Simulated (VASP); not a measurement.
# CdSe (rocksalt type) (Fm-3m) in VASP: settings compared

Aim: see how the results for CdSe (rocksalt type) move with the level of theory and the settings. Levels: r2SCAN, r2SCAN+D3(BJ). Tasks: single point.

All numbers are computed with VASP 6.6.1; they aren't measurements. Logs are shortened: lines on timing, memory, paths and dates and some standing lists are left out, and cuts for length are marked.

## (1) The cell of the first run

Symmetry: Fm-3m, No. 225, cubic system. Conventional cell: a = 4.658 Å, b = 4.658 Å, c = 4.658 Å, α = 90.00°, β = 90.00°, γ = 90.00°. Cd (site symmetry m-3m) has 6 Se at 2.33 Å within 3.1 Å. Se (site symmetry m-3m) has 6 Cd at 2.33 Å within 3.1 Å.

## (2) Single point, r2SCAN (volume scaled by 0.55)

POSCAR

```
CdSe
1.0
    0.0000000000      2.3291214995      2.3291214995
    2.3291214995      0.0000000000      2.3291214995
    2.3291214995      2.3291214995      0.0000000000
Cd Se
1 1
Direct
    0.0000000000      0.0000000000      0.0000000000
    0.5000000000      0.5000000000      0.5000000000
```

INCAR.step1

```
PREC = Accurate
ENCUT = 520
ISMEAR = -1
SIGMA = 0.05
LREAL = F
LASPH = T
NELM = 80
NBANDS = 16
GGA = PE
ALGO = Normal
EDIFF = 1E-4
LWAVE = T
LCHARG = F
```

INCAR.step2

```
PREC = Accurate
ENCUT = 520
EDIFF = 1E-6
ISMEAR = -1
SIGMA = 0.05
LREAL = F
LASPH = T
NELM = 80
ALGO = Normal
ISIF = 2
LWAVE = F
LCHARG = F
METAGGA = R2SCAN
LMIXTAU = T
NBANDS = 16
ISTART = 1
```

KPOINTS

```
regular mesh
0
Gamma
  12 12 12
```

Potentials or basis: VASP PAW PBE potentials, release 64 (Cd, Se).

Started as:

```
$ cat potpaw_PBE.64/Cd/POTCAR potpaw_PBE.64/Se/POTCAR > POTCAR
$ cp INCAR.step1 INCAR
$ mpirun -np 1 vasp_std > vasp.out
$ cp INCAR.step2 INCAR
$ mpirun -np 1 vasp_std > vasp.out
```

OUTCAR:

```text
PREC = Accurate
   ENCUT = 520
   EDIFF = 1E-6
   ISMEAR = -1
   LREAL = F
   LASPH = T
   NELM = 80
   ISIF = 2
   METAGGA = R2SCAN
   ISTART = 1

 ion  position               nearest neighbor table
   1  0.000  0.000  0.000-   2 2.33   2 2.33   2 2.33   2 2.33   2 2.33   2 2.33
   2  0.500  0.500  0.500-   1 2.33   1 2.33   1 2.33   1 2.33   1 2.33   1 2.33

  LATTYP: Found a face centered cubic cell.
 ALAT       =     4.6582429990

  Lattice vectors:

 A1 = (   0.0000000000,   2.3291214995,   2.3291214995)
 A2 = (   2.3291214995,   0.0000000000,   2.3291214995)
 A3 = (   2.3291214995,   2.3291214995,   0.0000000000)

Analysis of symmetry for initial positions (statically):
=====================================================================
 Subroutine PRICEL returns:
 Original cell was already a primitive cell.

 Routine SETGRP: Setting up the symmetry group for a
 face centered cubic supercell.

 Subroutine GETGRP returns: Found 48 space group operations
 (whereof 48 operations were pure point group operations)
 out of a pool of 48 trial point group operations.

The static configuration has the point symmetry O_h .

Analysis of symmetry for dynamics (positions and initial velocities):
=====================================================================
 Subroutine PRICEL returns:
 Original cell was already a primitive cell.

 Routine SETGRP: Setting up the symmetry group for a
 face centered cubic supercell.

 Subroutine GETGRP returns: Found 48 space group operations
 (whereof 48 operations were pure point group operations)
 out of a pool of 48 trial point group operations.

The dynamic configuration has the point symmetry O_h .

 Subroutine INISYM returns: Found 48 space group operations
 (whereof 48 operations are pure point group operations),
 and found     1 'primitive' translations

----------------------------------------------------------------------------------------

                                     Primitive cell

  volume of cell :      25.2701

  direct lattice vectors                    reciprocal lattice vectors
     0.000000000  2.329121499  2.329121499    -0.214673215  0.214673215  0.214673215
     2.329121499  0.000000000  2.329121499     0.214673215 -0.214673215  0.214673215
     2.329121499  2.329121499  0.000000000     0.214673215  0.214673215 -0.214673215

  length of vectors
     3.293875213  3.293875213  3.293875213     0.371824915  0.371824915  0.371824915

  position of ions in fractional coordinates (direct lattice)
     0.000000000  0.000000000  0.000000000
     0.500000000  0.500000000  0.500000000

  ion indices of the primitive-cell ions
   primitive index   ion index
                 1           1
                 2           2

----------------------------------------------------------------------------------------

 KPOINTS: regular mesh

Automatic generation of k-mesh.
 Grid dimensions read from file:
 generate k-points for:   12   12   12

 Generating k-lattice:

  Cartesian coordinates                     Fractional coordinates (reciprocal lattice)
    -0.017889435  0.017889435  0.017889435     0.083333333  0.000000000  0.000000000
     0.017889435 -0.017889435  0.017889435     0.000000000  0.083333333  0.000000000
     0.017889435  0.017889435 -0.017889435     0.000000000  0.000000000  0.083333333

  Length of vectors
     0.030985410  0.030985410  0.030985410

  Shift w.r.t. Gamma in fractional coordinates (k-lattice)
     0.000000000  0.000000000  0.000000000

 Subroutine IBZKPT returns following result:
 ===========================================

 Found     72 irreducible k-points:

 Following reciprocal coordinates:
            Coordinates               Weight
  0.000000  0.000000  0.000000      1.000000
  0.083333  0.000000  0.000000      8.000000
  0.166667  0.000000  0.000000      8.000000
  0.250000  0.000000  0.000000      8.000000
  0.333333  0.000000  0.000000      8.000000
  0.416667  0.000000  0.000000      8.000000
[... 16 lines left out ...]
  0.500000  0.166667  0.000000     24.000000
 -0.416667  0.166667  0.000000     24.000000
 [... further k-points ...]
   k-points           NKPTS =     72   k-points in BZ     NKDIM =     72   number of bands    NBANDS=     16
   number of dos      NEDOS =    301   number of ions     NIONS =      2
   total plane-waves  NPLWV =  13824
   dimension x,y,z NGX =    24 NGY =   24 NGZ =   24
   dimension x,y,z NGXF=    48 NGYF=   48 NGZF=   48
   ions per type =               1   1
   NGX,Y,Z   is equivalent  to a cutoff of  12.11, 12.11, 12.11 a.u.
   NGXF,Y,Z  is equivalent  to a cutoff of  24.23, 24.23, 24.23 a.u.
 SYSTEM =  unknown system
   PREC   = accura    normal or accurate (medium, high low for compatibility)
   ISTART =      1    job   : 0-new  1-cont  2-samecut
   ICHARG =      0    charge: 1-file 2-atom 10-const
   ISPIN  =      1    spin polarized calculation?
   LNONCOLLINEAR =      F non collinear calculations
   LSORBIT =      F    spin-orbit coupling
   LASPH  =      T    aspherical Exc in radial PAW
   ENCUT  =  520.0 eV  38.22 Ry    6.18 a.u.   6.12  6.12  6.12*2*pi/ulx,y,z
   NELM   =     80;   NELMIN=  2; NELMDL=  0     # of ELM steps
   EDIFF  = 0.1E-05   stopping-criterion for ELM
   LREAL  =      F    real-space projection
   EDIFFG = 0.1E-04   stopping-criterion for IOM
   NSW    =      0    number of steps for IOM
   IBRION =     -1    ionic relax: 0-MD 1-quasi-New 2-CG
   NFREE  =      0    steps in history (QN), initial steepest desc. (CG)
   ISIF   =      2    stress and relaxation
   ISYM   =      2    0-nonsym 1-usesym 2-fastsym
   POTIM  = 0.5000    time-step for ionic-motion
   TEBEG  =    0.0;   TEEND  =   0.0 temperature during run
   PSTRESS=    0.0 pullay stress
   NELECT =      18.0000    total number of electrons
   NUPDOWN=      -1.0000    fix difference up-down
   EMIN   =  10.00;   EMAX   =-10.00  energy-range for DOS
   EFERMI =   0.00;   METHOD = LEGACY
   ISMEAR =    -1;   SIGMA  =   0.05  broadening in eV -4-tet -1-fermi 0-gaus
   EFERMI_NEDOS =   21; number of points for ismear=-14 and -15
   IALGO  =     38    algorithm
   IMIX   =      4    mixing-type and parameters
     AMIX     =   0.40;   BMIX     =  1.00
     AMIX_MAG =   1.60;   BMIX_MAG =  1.00
  volume/ion in A,a.u.               =      12.64        85.27
  Fermi-wavevector in a.u.,A,eV,Ry     =   1.462054  2.762882 29.083854  2.137603
  Thomas-Fermi vector in A             =   2.578313
   LORBIT       =      0    0 simple, 1 ext, 2 COOP (PROOUT), +10 PAW based schemes
   METAGGA = R2SCAN    functional components
   LHFCALC =     F    Hartree Fock is set to
   AEXX    =    0.0000 exact exchange contribution
   IVDW    =     0    specifies the selected vdW correction
   LEPSILON=     F    determine dielectric tensor
   LRPA    =     F    only Hartree local field effects (RPA)
 non-spin polarized calculation
  energy-cutoff  :      520.00
  volume of cell :       25.27
 maximum number of plane-waves:       701
   NGX = 13   NGY = 13   NGZ = 13

 number of electron      18.0000005 magnetization

 Free energy of the ion-electron system (eV)
  ---------------------------------------------------
  ext. energy  EPLUGINS =         0.00000000
  ---------------------------------------------------
  free energy    TOTEN  =       -29.26775009 eV

  energy without entropy =      -29.26445579  energy(sigma->0) =      -29.26610294

 E-fermi :  10.5521     XC(G=0): -14.1953

 val. band max:       10.5395543963   @ k =  -0.3333   0.0833   0.0000
 cond. band min:      10.6394455822   @ k =   0.5000   0.0000   0.0000
 fundamental gap:      0.0998911858
 Fermi energy:        10.5520834526

 k-point     1 :       0.0000    0.0000    0.0000
  band No.  band energies     occupation
      1      -9.7204      2.00000
      2      -1.2169      2.00000
      3      -1.2169      2.00000
      4      -1.2169      2.00000
      5      -1.2024      2.00000
      6      -1.2024      2.00000
[... 8 lines left out ...]
     15      24.3664      0.00000
     16      24.3664      0.00000

 k-point     2 :       0.0833    0.0000    0.0000
  band No.  band energies     occupation
      1      -9.5831      2.00000
      2      -1.2995      2.00000
      3      -1.2995      2.00000
      4      -1.2630      2.00000
      5      -1.1680      2.00000
      6      -1.1680      2.00000
[... 8 lines left out ...]
     15      22.9241      0.00000
     16      22.9242      0.00000

 k-point     3 :       0.1667    0.0000    0.0000
  band No.  band energies     occupation
      1      -9.1791      2.00000
      2      -1.5446      2.00000
      3      -1.5446      2.00000
      4      -1.4111      2.00000
      5      -1.0384      2.00000
      6      -1.0384      2.00000
[... 8 lines left out ...]
     15      21.9998      0.00000
     16      22.0140      0.00000

 k-point     4 :       0.2500    0.0000    0.0000
  band No.  band energies     occupation
      1      -8.5367      2.00000
      2      -1.8521      2.00000
      3      -1.8521      2.00000
      4      -1.6986      2.00000
      5      -0.8551      2.00000
      6      -0.8551      2.00000
[... 8 lines left out ...]
     15      22.3877      0.00000
     16      22.3877      0.00000
[... 324 lines left out ...]
 k-point    22 :       0.4167    0.1667    0.0000
  band No.  band energies     occupation
      1      -7.3771      2.00000
      2      -2.5100      2.00000
      3      -1.8484      2.00000
      4      -1.8466      2.00000
      5      -0.6028      2.00000
      6      -0.4729      2.00000
[... 8 lines left out ...]
     15      26.3419      0.00000
     16      26.4357      0.00000

 k-point    23 :       0.5000    0.1667    0.0000
  band No.  band energies     occupation
      1      -6.8400      2.00000
      2      -2.6632      2.00000
      3      -2.0869      2.00000
      4      -1.9738      2.00000
      5      -0.4216      2.00000
      6      -0.4092      2.00000
[... 8 lines left out ...]
     15      25.9857      0.00000
     16      27.8450      0.00000

 k-point    24 :      -0.4167    0.1667    0.0000
  band No.  band energies     occupation
      1      -6.6997      2.00000
      2      -2.7970      2.00000
      3      -2.2286      2.00000
      4      -1.9184      2.00000
      5      -0.4809      2.00000
      6      -0.2974      2.00000
[... 8 lines left out ...]
     15      25.1254      0.00000
     16      27.0060      0.00000

 [... further k-points ...]
[... 5 lines left out ...]
  --------------------------------------------------------------------------------------
  -------------------------------------------------------------------------------------
  Total       27.5012027     27.5012027     27.5012027      0.0000000     -0.0000000     -0.0000000
  in kB     1743.6360550   1743.6360550   1743.6360550      0.0000000     -0.0000000     -0.0000000
  external PRESSURE =    1743.6360550 kB  Pullay stress =       0.0000000 kB

 VOLUME and BASIS-vectors are now :
 -----------------------------------------------------------------------------
  energy-cutoff  :      520.00
  volume of cell :       25.27
      direct lattice vectors                 reciprocal lattice vectors
     0.000000000  2.329121499  2.329121499    -0.214673215  0.214673215  0.214673215
     2.329121499  0.000000000  2.329121499     0.214673215 -0.214673215  0.214673215
     2.329121499  2.329121499  0.000000000     0.214673215  0.214673215 -0.214673215

 POSITION                                       TOTAL-FORCE (eV/Angst)
 -----------------------------------------------------------------------------------
      0.00000      0.00000      0.00000        -0.000000      0.000000      0.000000
      2.32912      2.32912      2.32912         0.000000     -0.000000     -0.000000
 -----------------------------------------------------------------------------------
    total drift:                                0.000000     -0.000000     -0.000000

  FREE ENERGIE OF THE ION-ELECTRON SYSTEM (eV)
  ---------------------------------------------------
  free  energy   TOTEN  =       -29.2677500885 eV

  energy  without entropy=      -29.2644557942  energy(sigma->0) =      -29.26610294
```

Wall time 51 s (1 thread of Intel Xeon Platinum 8488C (Sapphire Rapids), shared host); peak memory 0.16 GiB.

What came out:

* Free energy: -29.2678 eV
* Pressure: 174.4 GPa
* Band gap on the k mesh: zero (band 9 reaches 10.64 eV, above the bottom of band 10 at 9.93 eV)

Levels at points of the mesh, in eV from the Fermi level:
| k point | band 5 | band 6 | band 7 | band 8 | band 9 | band 10 | band 11 | band 12 | band 13 | band 14 |
| --- | --- | --- | --- | --- | --- | --- | --- | --- | --- | --- |
| (0.00, 0.00, 0.00) | -11.75 | -11.75 | -2.62 | -2.62 | -2.62 | 4.83 | 8.85 | 9.17 | 9.17 | 9.17 |
| (0.50, 0.00, 0.00) | -11.02 | -11.02 | -8.81 | 0.09 | 0.09 | 2.15 | 4.54 | 4.54 | 11.55 | 14.91 |
| (0.50, 0.50, 0.00) | -10.76 | -10.35 | -8.15 | -6.01 | -6.01 | -0.63 | 4.42 | 15.24 | 16.17 | 16.17 |

Caveat: the PAW data sets were made with another functional, which shifts forces and pressure a little.

(Continued in part 2 of 2.)
